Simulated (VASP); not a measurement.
Here is a VASP 6.6.1 calculation.

POSCAR

```
LaB6
1.0
    4.1798439021      0.0000000000      0.0000000000
    0.0000000000      4.1798439021      0.0000000000
    0.0000000000      0.0000000000      4.1798439021
La B
1 6
Direct
    0.0000000000      0.0000000000      0.0000000000
    0.2003444758      0.5000000000      0.5000000000
    0.7996555242      0.5000000000      0.5000000000
    0.5000000000      0.5000000000      0.2003444758
    0.5000000000      0.5000000000      0.7996555242
    0.5000000000      0.2003444758      0.5000000000
    0.5000000000      0.7996555242      0.5000000000
```

File INCAR.step1:

```
SYSTEM = LaB6
  PREC = Accurate
  ENCUT = 520
  ISMEAR = 0
  SIGMA = 0.05
  LREAL = .False.
  LASPH = .True.
  NELM = 100
  NBANDS = 24
  GGA = PE
  ALGO = Normal
  EDIFF = 1E-4
  LWAVE = .True.
  LCHARG = .False.
```

Contents of INCAR.step2:

```
SYSTEM = LaB6
  PREC = Accurate
  ENCUT = 520
  EDIFF = 1E-7
  ISMEAR = 0
  SIGMA = 0.05
  LREAL = .False.
  LASPH = .True.
  NELM = 100
  ALGO = Normal
  ISIF = 2
  LWAVE = .False.
  LCHARG = .False.
  METAGGA = R2SCAN
  LMIXTAU = .True.
  NBANDS = 24
  ISTART = 1
```

Contents of KPOINTS:

```
regular mesh
0
Gamma
  8 8 8
  0 0 0
```

Potentials or basis: VASP PAW PBE potentials, release 64 (La, B).

Launch:

```bash
$ cat potpaw_PBE.64/La/POTCAR potpaw_PBE.64/B/POTCAR > POTCAR
$ cp INCAR.step1 INCAR
$ mpirun -np 1 vasp_std > vasp.out
$ cp INCAR.step2 INCAR
$ mpirun -np 1 vasp_std > vasp.out
```

(1) Estimate the largest force.

(2) Predict the pressure.

## Answers

(1) 0.020 eV/Å.

(2) -3.5 GPa.

Caveat: the PAW data sets were made with another functional, which shifts forces and pressure a little.
